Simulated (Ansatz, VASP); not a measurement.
# One calculation of Ni, two programs

```
CELL_PARAMETERS angstrom
-1.43699 1.43699 1.43699
1.43699 -1.43699 1.43699
1.43699 1.43699 -1.43699
ATOMIC_POSITIONS crystal
Ni 0.00000 0.00000 0.00000
```

Change from the starting cell: volume scaled by 1.12, PAW files.

Alike in both runs: task single point; functional LDA; k mesh 17 × 17 × 17; occupations fermi-dirac, width 0.05 eV; collinear spin.

|  | VASP | Ansatz |
| --- | --- | --- |
| version | VASP 6.6.1 | Ansatz 0.2.0 |
| potentials or method | VASP PAW LDA potentials, release 64 (Ni) | PAW with Ansatz's default frozen-core files, scalar-relativistic |
| plane-wave cutoff (eV) | 520 | 420 |
| valence electrons in the cell | 10 | 18 |

Ansatz gave:

| Item | Value |
| --- | --- |
| pressure (GPa) | -26.8 |
| net moment per atom (μB) | 0.58 |
| size of the moment on the site where the two differ most (μB) | 0.60 |

Problem. Estimate VASP's values.

Solution. Pressure (GPa): -26.6; net moment per atom (μB): 0.54; size of the moment on the site where the two differ most (μB): 0.55.

LDA's correlation is that of Perdew and Zunger in VASP and of Perdew and Wang (1992) in Ansatz. Site moments also hang on the region over which each program counts them. VASP's potentials hold 10 valence electrons a cell and Ansatz's 18, so a difference there can come from the potentials and not from the codes.
